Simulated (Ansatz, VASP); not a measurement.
MgB2 in VASP and in Ansatz

INCAR

```
SYSTEM = MgB2
ALGO = Normal
EDIFF = 1E-6
ENCUT = 520
GGA = CA
ISIF = 2
ISMEAR = -1
LASPH = .TRUE.
LCHARG = .FALSE.
LREAL = .FALSE.
LWAVE = .FALSE.
NBANDS = 11
NELM = 80
PREC = Accurate
SIGMA = 0.05
```

File KPOINTS:

```
k-points
0
G
  10 10 8
  0 0 0
```

POSCAR

```
MgB2
1.0
    3.0220231454      0.0000000000      0.0000000000
   -1.5110115727      2.6171488148      0.0000000000
    0.0000000000      0.0000000000      3.4510818610
Mg B
1 2
Direct
    0.0000000000      0.0000000000      0.0000000000
    0.6666666667      0.3333333333      0.5000000000
    0.3333333333      0.6666666667      0.5000000000
```

input.yaml

```yaml
crystal:
  lattice:
    - [3.0220231454, 0.0, 0.0]
    - [-1.5110115727, 2.6171488148, 0.0]
    - [0.0, 0.0, 3.451081861]
  atoms:
    - { symbol: Mg, position: [0.0, 0.0, 0.0] }
    - { symbol: B, position: [0.6666666667, 0.3333333333, 0.5] }
    - { symbol: B, position: [0.3333333333, 0.6666666667, 0.5] }
kpoints:
  mp_grid: { grid: [10, 10, 8] }
scf:
  occupations: { method: fermi_dirac, width: 0.05 }
hamiltonian:
  xc: lda
  pseudopotentials: { kind: all_electron, lapw: { basis_error: 0.002 } }
output:
  forces: true
  stress: true
  eigenvalues: true
```

Change from the starting cell: volume scaled by 0.94.

Alike in both runs: task single point; functional LDA; k mesh 10 × 10 × 8; occupations fermi-dirac, width 0.05 eV; no spin polarisation.

|  | VASP | Ansatz |
| --- | --- | --- |
| version | VASP 6.6.1 | Ansatz 0.2.0 |
| potentials or method | VASP PAW LDA potentials, release 64 (Mg, B), cutoff 520 eV | all-electron LAPW, scalar-relativistic |

Ansatz gave:

- gap on the k mesh at the Fermi level (eV): none
- pressure (GPa): 2.0
- traceless stress, the component that is largest in VASP (GPa): -2.04

Problem. Which values does VASP return?

Solution. gap on the k mesh at the Fermi level (eV): none; pressure (GPa): 1.4; traceless stress, the component that is largest in VASP (GPa): -2.14.

LDA's correlation is that of Perdew and Zunger in VASP and of Perdew and Wang (1992) in Ansatz. A gap of «none» marks a metal or a gap that the smearing closes. Ansatz ran all-electron here, and VASP with PAW potentials.
